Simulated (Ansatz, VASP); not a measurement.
# CdTe in VASP and in Ansatz

```xyz
4
Lattice="3.0027 -3.0314 0.0000 3.0027 3.0314 0.0000 0.0000 0.0000 5.9663" Properties=species:S:1:pos:R:3 pbc="T T T"
Te    3.0027    1.6136    1.4916
Te    3.0027   -1.6136    4.4747
Cd    3.0027   -1.3518    1.4916
Cd    3.0027    1.3518    4.4747
```

Alike in both runs: task single point; functional PBE; k mesh 6 × 6 × 5; occupations fermi-dirac, width 0.05 eV; no spin polarisation.

```csv
,VASP,Ansatz
version,VASP 6.6.1,Ansatz 0.2.0
potentials or method,"VASP PAW PBE potentials, release 64 (Te, Cd)",Ansatz PAW
plane-wave cutoff (eV),520,420
valence electrons in the cell,36,72
```

Ansatz gave:

| Property | Result |
| --- | --- |
| gap on the k mesh at the Fermi level (eV) | none |
| pressure (GPa) | 3.0 |
| traceless stress, the component that is largest in VASP (GPa) | 0.15 |
| rms of the force components (eV/Å) | 0.039 |

Estimate VASP's values.

gap on the k mesh at the Fermi level (eV): none; pressure (GPa): 3.2; traceless stress, the component that is largest in VASP (GPa): 0.15; rms of the force components (eV/Å): 0.041.

Atom by atom the forces differ by 0.003 eV/Å (rms over components). A gap of «none» marks a metal or a gap that the smearing closes. VASP's potentials hold 36 valence electrons a cell and Ansatz's 72, so a difference there can come from the potentials and not from the codes.

Spin-orbit coupling is off throughout.
